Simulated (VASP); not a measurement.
A run of VASP 6.6.1:

The input INCAR:

```
SYSTEM = SnSe2
  PREC = Accurate
  ENCUT = 500
  EDIFF = 1E-6
  ISMEAR = -1
  SIGMA = 0.02
  LREAL = .FALSE.
  LASPH = .TRUE.
  NELM = 120
  ALGO = Normal
  ISIF = 2
  LWAVE = .FALSE.
  LCHARG = .FALSE.
  GGA = PE
  NBANDS = 20
  GGA_COMPAT = .FALSE.
```

File KPOINTS:

```
Automatic mesh
0
G
  6 6 6
  0 0 0
```

The input POSCAR:

```
SnSe2
1.0
    0.0000000000      3.3432231785      3.3432231785
    3.3432231785      0.0000000000      3.3432231785
    3.3432231785      3.3432231785      0.0000000000
Sn Se
1 2
Direct
    0.0000000000      0.0000000000      0.0000000000
    0.2500000000      0.2500000000      0.2500000000
    0.7500000000      0.7500000000      0.7500000000
```

Potentials or basis: VASP PAW PBE potentials, release 64 (Sn_d, Se).

Launch:

```bash
$ cat potpaw_PBE.64/Sn_d/POTCAR potpaw_PBE.64/Se/POTCAR > POTCAR
$ mpirun -np 1 vasp_std > vasp.out
```

Hardware: 1 thread of Intel(R) Xeon(R) 6975P-C (Granite Rapids), with other jobs on the host.

Task: Estimate the wall time of this run.

Result: Wall time 9.2 s on 1 thread of Intel(R) Xeon(R) 6975P-C (Granite Rapids), with other jobs on the host, peak memory 0.2 GiB. Counts: scf iterations 12, k points 16.
